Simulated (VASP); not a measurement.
# Ag (Fm-3m) in VASP: settings compared

Ag is run at these levels: HSE06, PBE0, HF; tasks: single point, relaxation of cell and atoms.

Everything below comes from runs of VASP 6.6.1. Logs are shortened: lines on timing, memory, paths and dates and some standing lists are left out, and cuts for length are marked.

### 1 The cell of the first run

Symmetry: Fm-3m, No. 225, cubic system. The conventional cell has a = 4.166 Å, b = 4.166 Å, c = 4.166 Å, α = 90.00°, β = 90.00°, γ = 90.00°. Ag (site symmetry m-3m) has 12 Ag at 2.95 Å within 3.9 Å.

### 2 Single point, HSE06

File POSCAR:

```
Ag
1.0
    0.0000000000      2.0828140930      2.0828140930
    2.0828140930      0.0000000000      2.0828140930
    2.0828140930      2.0828140930      0.0000000000
Ag
1
Direct
    0.0000000000      0.0000000000      0.0000000000
```

File INCAR.step1:

```
  PREC = Accurate
  ENCUT = 520
  EDIFF = 1E-5
  ISMEAR = -1
  SIGMA = 0.05
  LREAL = F
  LASPH = T
  NELM = 100
  ALGO = Normal
  ISIF = 2
  LWAVE = T
  LCHARG = F
  GGA = PE
  NBANDS = 12
```

File INCAR.step2:

```
  PREC = Accurate
  ENCUT = 520
  EDIFF = 1E-6
  ISMEAR = -1
  SIGMA = 0.05
  LREAL = F
  LASPH = T
  NELM = 100
  ALGO = Normal
  ISIF = 2
  LWAVE = F
  LCHARG = F
  GGA = PE
  LHFCALC = T
  HFSCREEN = 0.2079
  PRECFOCK = Normal
  ISTART = 1
  NBANDS = 12
```

File KPOINTS:

```
Automatic mesh
0
Gamma
  6 6 6
```

Potentials or basis: VASP PAW PBE potentials, release 64 (Ag).

Command:

```sh
$ cat potpaw_PBE.64/Ag/POTCAR > POTCAR
$ cp INCAR.step1 INCAR
$ mpirun -np 1 vasp_std > vasp.out
$ cp INCAR.step2 INCAR
$ mpirun -np 1 vasp_std > vasp.out
```

OUTCAR:

```text
PREC = Accurate
   ENCUT = 520
   EDIFF = 1E-6
   ISMEAR = -1
   LREAL = F
   LASPH = T
   NELM = 100
   ISIF = 2
   GGA = PE
   LHFCALC = T
   HFSCREEN = 0.2079
   PRECFOCK = Normal
   ISTART = 1

 ion  position               nearest neighbor table
   1  0.000  0.000  0.000-

  LATTYP: Found a face centered cubic cell.
 ALAT       =     4.1656281860

  Lattice vectors:

 A1 = (   0.0000000000,   2.0828140930,   2.0828140930)
 A2 = (   2.0828140930,   0.0000000000,   2.0828140930)
 A3 = (   2.0828140930,   2.0828140930,   0.0000000000)

Analysis of symmetry for initial positions (statically):
=====================================================================
 Subroutine PRICEL returns:
 Original cell was already a primitive cell.

 Routine SETGRP: Setting up the symmetry group for a
 face centered cubic supercell.

 Subroutine GETGRP returns: Found 48 space group operations
 (whereof 48 operations were pure point group operations)
 out of a pool of 48 trial point group operations.

The static configuration has the point symmetry O_h .

Analysis of symmetry for dynamics (positions and initial velocities):
=====================================================================
 Subroutine PRICEL returns:
 Original cell was already a primitive cell.

 Routine SETGRP: Setting up the symmetry group for a
 face centered cubic supercell.

 Subroutine GETGRP returns: Found 48 space group operations
 (whereof 48 operations were pure point group operations)
 out of a pool of 48 trial point group operations.

The dynamic configuration has the point symmetry O_h .

 Subroutine INISYM returns: Found 48 space group operations
 (whereof 48 operations are pure point group operations),
 and found     1 'primitive' translations

----------------------------------------------------------------------------------------

                                     Primitive cell

  volume of cell :      18.0710

  direct lattice vectors                    reciprocal lattice vectors
     0.000000000  2.082814093  2.082814093    -0.240059831  0.240059831  0.240059831
     2.082814093  0.000000000  2.082814093     0.240059831 -0.240059831  0.240059831
     2.082814093  2.082814093  0.000000000     0.240059831  0.240059831 -0.240059831

  length of vectors
[... 84 lines left out ...]
   EMIN   =  10.00;   EMAX   =-10.00  energy-range for DOS
   EFERMI =   0.00;   METHOD = LEGACY
   ISMEAR =    -1;   SIGMA  =   0.05  broadening in eV -4-tet -1-fermi 0-gaus
   EFERMI_NEDOS =   21; number of points for ismear=-14 and -15
   IALGO  =     38    algorithm
   IMIX   =      1    mixing-type and parameters
     AMIX     =   0.40;   BMIX     =  1.00
     AMIX_MAG =   1.60;   BMIX_MAG =  1.00
  volume/ion in A,a.u.               =      18.07       121.95
  Fermi-wavevector in a.u.,A,eV,Ry     =   1.387433  2.621867 26.190795  1.924969
  Thomas-Fermi vector in A             =   2.511654
   LORBIT       =      0    0 simple, 1 ext, 2 COOP (PROOUT), +10 PAW based schemes
   GGA     = PE    functional components
   LHFCALC =     T    Hartree Fock is set to
   PRECFOCK=normal    Normal, Fast or Accurate (Low or Medium for compatibility)
   ENCUT4O =  -1.0   cutoff for four orbital integrals eV
   NKREDX  =     1    reduce k-point grid by
   NKREDY  =     1    reduce k-point grid by
   NKREDZ  =     1    reduce k-point grid by
   AEXX    =    0.2500 exact exchange contribution
   HFSCREEN=    0.2079 screening length (either q_TF or 0.3 A-1)
   HFSCREENC=   0.2079 screening length for correlation (either q_TF or 0.3 A-1)
   ENCUTFOCK=  -1.0 apply spherical cutoff to Coloumb kernel
   IVDW    =     0    specifies the selected vdW correction
   LEPSILON=     F    determine dielectric tensor
   LRPA    =     F    only Hartree local field effects (RPA)
 non-spin polarized calculation
  energy-cutoff  :      520.00
  volume of cell :       18.07
 maximum number of plane-waves:       531
 NGX is ok and might be reduce to    24
  NGX = 18; NGY = 18; NGZ = 18

 number of electron      11.0000000 magnetization

 Free energy of the ion-electron system (eV)
  ---------------------------------------------------
  ext. energy  EPLUGINS =         0.00000000
  ---------------------------------------------------
  free energy    TOTEN  =        -2.77724979 eV

  energy without entropy =       -2.77015624  energy(sigma->0) =       -2.77370302

 E-fermi :   7.2291     XC(G=0):  -9.6827

 val. band max:        7.1719447947   @ k =   0.5000   0.3333   0.1667
 cond. band min:       7.2979582251   @ k =   0.5000   0.0000   0.0000
 fundamental gap:      0.1260134303
 Fermi energy:         7.2291010400

 k-point     1 :       0.0000    0.0000    0.0000
  band No.  band energies     occupation
      1      -0.7091      2.00000
      2       1.5954      2.00000
      3       1.5954      2.00000
      4       1.5954      2.00000
      5       2.5631      2.00000
      6       2.5631      2.00000
      7      24.3266      0.00000
      8      27.7624      0.00000
      9      27.7624      0.00000
     10      27.7624      0.00000
     11      32.2646      0.00000
     12      33.3958      0.00000
[... 211 lines left out ...]
 k-point    16 :      -0.3333    0.5000    0.1667
  band No.  band energies     occupation
      1       0.5627      2.00000
      2       0.7262      2.00000
      3       2.2839      2.00000
      4       2.8430      2.00000
      5       3.6159      2.00000
      6      11.8197      0.00000
      7      14.8535      0.00000
      8      16.0055      0.00000
      9      16.6790      0.00000
     10      28.1663      0.00000
     11      29.8288      0.00000
     12      33.9359      0.00000

------------------------ aborting loop because EDIFF is reached ----------------------------------------

  FORCE on cell =-STRESS in cart. coord.  units (eV):
  Direction    XX          YY          ZZ          XY          YZ          ZX
  --------------------------------------------------------------------------------------
  -------------------------------------------------------------------------------------
  Total       -0.0163122     -0.0163122     -0.0163122     -0.0000000     -0.0000000     -0.0000000
  in kB       -1.4462424     -1.4462424     -1.4462424     -0.0000000     -0.0000000     -0.0000000
  external PRESSURE =      -1.4462424 kB  Pullay stress =       0.0000000 kB

 VOLUME and BASIS-vectors are now :
 -----------------------------------------------------------------------------
  energy-cutoff  :      520.00
  volume of cell :       18.07
      direct lattice vectors                 reciprocal lattice vectors
     0.000000000  2.082814093  2.082814093    -0.240059831  0.240059831  0.240059831
     2.082814093  0.000000000  2.082814093     0.240059831 -0.240059831  0.240059831
     2.082814093  2.082814093  0.000000000     0.240059831  0.240059831 -0.240059831

 POSITION                                       TOTAL-FORCE (eV/Angst)
 -----------------------------------------------------------------------------------
      0.00000      0.00000      0.00000         0.000000      0.000000      0.000000
 -----------------------------------------------------------------------------------
    total drift:                               -0.000001     -0.000001     -0.000001

  FREE ENERGIE OF THE ION-ELECTRON SYSTEM (eV)
  ---------------------------------------------------
  free  energy   TOTEN  =        -2.7772497943 eV

  energy  without entropy=       -2.7701562385  energy(sigma->0) =       -2.77370302
```

Wall time 7.7 min (1 thread of Intel Xeon Platinum 8488C (Sapphire Rapids), shared host); peak memory 0.25 GiB.

What came out:

| Item | Value |
| --- | --- |
| Free energy | -2.7772 eV |
| Pressure | -0.1 GPa |
| Band gap on the k mesh | zero (an odd number of electrons rules out a gap without spin polarisation) |

Caveat: the k points lie up to 0.44 Å⁻¹ apart, too coarse for converged energies and pressures of a metal; the PAW data sets were made with another functional, which shifts forces and pressure a little.

### 3 Single point, PBE0

POSCAR is that of step 2.

File INCAR.step1:

```
  PREC = Accurate
  ENCUT = 520
  EDIFF = 1E-5
  ISMEAR = -1
  SIGMA = 0.05
  LREAL = False
  LASPH = True
  NELM = 100
  ALGO = Normal
  ISIF = 2
  LWAVE = True
  NBANDS = 12
  GGA = PE
```

File INCAR.step2:

```
  PREC = Accurate
  ENCUT = 520
  EDIFF = 1E-7
  ISMEAR = -1
  SIGMA = 0.05
  LREAL = False
  LASPH = True
  NELM = 100
  ALGO = Normal
  ISIF = 2
  LWAVE = False
  LCHARG = True
  GGA = PE
  LHFCALC = True
  AEXX = 0.25
  PRECFOCK = Normal
  LELF = True
  LVHAR = True
  NBANDS = 12
  ISTART = 1
```

KPOINTS is that of step 2.

Potentials or basis: VASP PAW PBE potentials, release 64 (Ag).

Command:

```sh
$ cat potpaw_PBE.64/Ag/POTCAR > POTCAR
$ cp INCAR.step1 INCAR
$ mpirun -np 1 vasp_std > vasp.out
$ cp INCAR.step2 INCAR
$ mpirun -np 1 vasp_std > vasp.out
```

It took 14 min on 1 thread of Intel Xeon Platinum 8488C (Sapphire Rapids), shared host; peak memory 0.16 GiB.

Results (log left out):

- Free energy: -2.9946 eV
- Pressure: -0.1 GPa
- Band gap on the k mesh: zero (an odd number of electrons rules out a gap without spin polarisation)

Levels at points of the mesh, in eV from the Fermi level:
```csv
k point,band 3,band 4,band 5,band 6,band 7,band 8,band 9,band 10
"(0.00, 0.00, 0.00)",-5.86,-5.86,-4.89,-4.89,17.65,21.10,21.10,21.10
"(0.50, 0.00, 0.00)",-5.89,-4.06,-4.06,0.55,4.64,16.81,19.37,19.37
"(0.50, 0.50, 0.00)",-4.13,-3.82,-3.82,2.78,7.94,12.15,12.15,18.42
```

Caveat: the k points lie up to 0.44 Å⁻¹ apart, too coarse for converged energies and pressures of a metal; the PAW data sets were made with another functional, which shifts forces and pressure a little.

### 4 Relaxation of cell and atoms, HF

This run uses another cell than the first one, of 17.05 Å³/atom.

File POSCAR:

```
Ag
1.0
    0.0000000000      2.0427500000      2.0427500000
    2.0427500000      0.0000000000      2.0427500000
    2.0427500000      2.0427500000      0.0000000000
Ag
1
Direct
    0.0000000000      0.0000000000      0.0000000000
```

File INCAR.step1:

```
PREC     = Accurate       # precision mode
ENCUT    = 600            # plane-wave cutoff, eV
EDIFF    = 1E-5           # SCF threshold, eV
ISMEAR   = -1             # smearing method
SIGMA    = 0.05           # smearing width, eV
LREAL    = F              # projectors in reciprocal space
LASPH    = T              # aspherical terms in the spheres
NELM     = 80             # most SCF steps
ALGO     = Normal         # electronic algorithm
LWAVE    = T              # write WAVECAR
LCHARG   = F              # write CHGCAR
GGA      = PE             # functional
NBANDS   = 12             # bands
```

File INCAR.step2:

```
PREC     = Accurate       # precision mode
ENCUT    = 600            # plane-wave cutoff, eV
EDIFF    = 1E-6           # SCF threshold, eV
ISMEAR   = -1             # smearing method
SIGMA    = 0.05           # smearing width, eV
LREAL    = F              # projectors in reciprocal space
LASPH    = T              # aspherical terms in the spheres
NELM     = 80             # most SCF steps
ALGO     = Normal         # electronic algorithm
ISIF     = 3              # what is computed and relaxed
LWAVE    = F              # write WAVECAR
LCHARG   = F              # write CHGCAR
GGA      = PE             # functional
LHFCALC  = T              # exact exchange
AEXX     = 1.0            # exact-exchange fraction
ALDAC    = 0.0          
AGGAC    = 0.0          
PRECFOCK = Normal       
IBRION   = 2              # ionic algorithm
NSW      = 60             # ionic steps
EDIFFG   = -0.01          # ionic threshold
ISTART   = 1
```

File KPOINTS:

```
regular mesh
0
Gamma
  6 6 6
```

Command:

```sh
$ cat potpaw_PBE.64/Ag/POTCAR > POTCAR
$ cp INCAR.step1 INCAR
$ mpirun -np 1 vasp_std > vasp.out
$ cp INCAR.step2 INCAR
$ mpirun -np 1 vasp_std > vasp.out
```

Run time: 50 min. Hardware: 1 thread of Oxide Virtual Turin-like, shared host; peak memory 0.13 GiB.

Results (log left out):

| Property | Result |
| --- | --- |
| Free energy | -3.1722 eV |
| Relaxed volume | 22.28 Å³/atom |
| Relaxed cell | a = 3.158 Å, b = 3.158 Å, c = 3.158 Å, α = 60.00°, β = 60.00°, γ = 60.00° |
| Space group after relaxing (to 0.1 Å) | Fm-3m (No. 225) |
| Energy gained by relaxing | 281.7 meV/atom |
| Ionic steps | 4 |
| Pressure after relaxing | 0.0 GPa |
| Band gap on the k mesh | zero (an odd number of electrons rules out a gap without spin polarisation) |

Step by step:
| step | energy change (eV) | largest force (eV/Å) | pressure (GPa) | volume (Å³) |
| --- | --- | --- | --- | --- |
| 1 | 0.0000 | 0.0000 | 19.67 | 17.05 |
| 2 | -0.2808 | 0.0000 | -0.73 | 22.75 |
| 3 | -0.2817 | 0.0000 | -0.23 | 22.40 |
| 4 | -0.2817 | 0.0000 | 0.05 | 22.28 |

Final structure:
```xyz
1
Lattice="0.0000 2.2334 2.2334 2.2334 0.0000 2.2334 2.2334 2.2334 0.0000" Properties=species:S:1:pos:R:3 pbc="T T T"
Ag    0.0000    0.0000    0.0000
```

Levels at points of the mesh, in eV from the Fermi level:
```csv
k point,band 2,band 3,band 4,band 5,band 6,band 7,band 8,band 9
"(0.00, 0.00, 0.00)",-10.23,-10.23,-9.66,-9.50,-9.50,21.12,23.80,23.80
"(0.50, 0.00, 0.00)",-10.24,-10.24,-8.77,-8.77,2.92,6.40,20.12,22.00
"(0.50, 0.50, 0.00)",-11.26,-8.86,-8.55,-8.55,5.66,10.05,15.20,15.20
```

Caveat: the k points lie up to 0.41 Å⁻¹ apart in the final cell, too coarse for converged energies and pressures of a metal; the volume moved by over 15 % at a fixed basis, so the end points are rough; the PAW data sets were made with another functional, which shifts forces and pressure a little.

### 5 Summary

| task | level | cell | cutoff (eV) | share of exact exchange | screening parameter | gap on the mesh (eV) | pressure (GPa) |
| --- | --- | --- | --- | --- | --- | --- | --- |
| single point | HSE06 | a = 2.946 Å, angles 60.0°, 1 atom | 520 | 0.25 | 0.2079 1/Å | none | -0.1 |
| single point | PBE0 | a = 2.946 Å, angles 60.0°, 1 atom | 520 | 0.25 | - | none | -0.1 |
| relaxation of cell and atoms | HF | relaxed from a = 2.889 Å, angles 60.0°, 1 atom | 600 | 1 | - | none | 0.0 |

Alike in all rows: potentials or basis VASP PAW PBE potentials, release 64 (Ag); no spin polarisation; k mesh 6 × 6 × 6; smearing fermi-dirac 0.05 eV.

Caveats: all runs use coarse meshes; the PAW data sets were made with another functional, which shifts forces and pressure a little; the volume moved by over 15 % at a fixed basis, so the end points are rough (at least some runs).

Absolute energies hang on the potentials; compare differences alone.
